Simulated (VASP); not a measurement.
Input of a VASP 6.6.1 run:

Contents of INCAR:

```
PREC = Accurate
ENCUT = 520
EDIFF = 1E-6
ISMEAR = 0
SIGMA = 0.15
LREAL = False
LASPH = True
NELM = 80
ALGO = Fast
ISIF = 2
LWAVE = False
LCHARG = False
GGA = PS
NBANDS = 34
```

KPOINTS

```
regular mesh
0
Gamma
  12 12 12
```

The input POSCAR:

```
CoW3
1.0
    3.6653327280      0.0000000000      0.0000000000
    0.0000000000      3.6653327280      0.0000000000
    0.0000000000      0.0000000000      3.8582449768
Co W
1 3
Direct
    0.0000000000      0.0000000000      0.0000000000
    0.0000000000      0.5000000000      0.5000000000
    0.5000000000      0.0000000000      0.5000000000
    0.5000000000      0.5000000000      0.0000000000
```

Potentials or basis: VASP PAW PBE potentials, release 64 (Co, W_sv).

Launch:

```bash
$ cat potpaw_PBE.64/Co/POTCAR potpaw_PBE.64/W_sv/POTCAR > POTCAR
$ mpirun -np 1 vasp_std > vasp.out
```

Question: What does it give for the pressure?

Answer: 39.6 GPa.

Stress tensor (GPa, compression positive):
```
40.94  0.00  0.00
 0.00 40.94  0.00
 0.00  0.00 36.81
```

Caveat: the cell differs from its parent crystal (strain -0.050 along x and y, +0.000 along z); the PAW data sets were made with another functional, which shifts forces and pressure a little; spin-orbit coupling is left out, which moves the levels of the heavy elements. Spin polarisation is off, so any magnetic state and its effect on volume and gap are missing.
